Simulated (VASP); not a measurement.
Set up this calculation in VASP 6.6.1, as the native input.

| Quantity | Value |
| --- | --- |
| Task | single point |
| Functional | PBE |
| Dispersion | D3(BJ) |
| Potentials or basis | VASP PAW PBE potentials, release 64 (Te) |
| Cutoff | 500 eV |
| k mesh | 5 × 5 × 5 |
| Occupations | fermi-dirac, width 0.05 eV |
| Spin | no spin polarisation |
| Dipole correction | no |
| Further INCAR settings | ALGO = Normal; EDIFF = 1e-06; NBANDS = 13 |

The structure of Te lies in POSCAR:

```
Te
1.0
    0.0000000000      3.2977471855      3.2977471855
    3.2977471855      0.0000000000      3.2977471855
    3.2977471855      3.2977471855      0.0000000000
Te
2
Direct
    1.0000000000      1.0000000000      1.0000000000
    0.2500000000      0.2500000000      0.2500000000
```

This isn't the form of Te at room conditions, which is trigonal, of chains.

One way to write it, as run:

INCAR

```
PREC     = Accurate       # precision mode
ENCUT    = 500            # plane-wave cutoff, eV
EDIFF    = 1E-6           # SCF threshold, eV
ISMEAR   = -1             # smearing method
SIGMA    = 0.05           # smearing width, eV
LREAL    = F              # projectors in reciprocal space
LASPH    = T              # aspherical terms in the spheres
NELM     = 120            # most SCF steps
ALGO     = Normal         # electronic algorithm
ISIF     = 2              # what is computed and relaxed
LWAVE    = F              # write WAVECAR
LCHARG   = F              # write CHGCAR
GGA      = PE             # functional
IVDW     = 12             # dispersion correction
NBANDS   = 13             # bands
GGA_COMPAT= F
```

KPOINTS

```
regular mesh
0
Gamma
  5 5 5
```

Potentials or basis: VASP PAW PBE potentials, release 64 (Te).

Command:

```bash
$ cat potpaw_PBE.64/Te/POTCAR > POTCAR
$ mpirun -np 1 vasp_std > vasp.out
```

Results of the run:

* Pressure: 10.0 GPa
* Band gap on the k mesh: zero (bands 6 and 7 overlap by 1.18 eV)
* Dispersion energy per atom: -0.395 eV

Caveat: the cell stands under pressure; spin-orbit coupling is left out, which moves the levels of the heavy elements.

It took 5 s on 1 thread of Intel(R) Xeon(R) 6975P-C (Granite Rapids) (shared host), peak memory 0.2 GiB.
